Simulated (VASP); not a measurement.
The system is ZrS2.

```xyz
3
Lattice="3.6744 0.0000 0.0000 -1.8372 3.1821 0.0000 0.0000 0.0000 5.8569" Properties=species:S:1:pos:R:3 pbc="T T T"
Zr    0.0000    0.0000    0.0000
S     0.0000    2.1214    1.4421
S     1.8372    1.0607    4.4147
```

Program: VASP 6.6.1. Alike in all runs: task single point; potentials or basis VASP PAW PBE potentials, release 64 (Zr_sv, S); no spin polarisation; cell as given. Hardware: 1 thread of Intel(R) Xeon(R) Platinum 8488C (Sapphire Rapids), on a shared host.

Order these runs on this cell by their wall time, lowest first.
A. level PBE; k mesh 6 × 6 × 4; cutoff (eV) 500; smearing methfessel-paxton 0.126 eV
B. level PBE; k mesh 8 × 8 × 1; cutoff (eV) 500; smearing gaussian 0.01 eV
C. level r2SCAN; k mesh 6 × 6 × 4; cutoff (eV) 550; smearing gaussian 0.01 eV

B (8.9 s), A (18 s), C (76 s).

Caveats: some runs use coarse meshes.
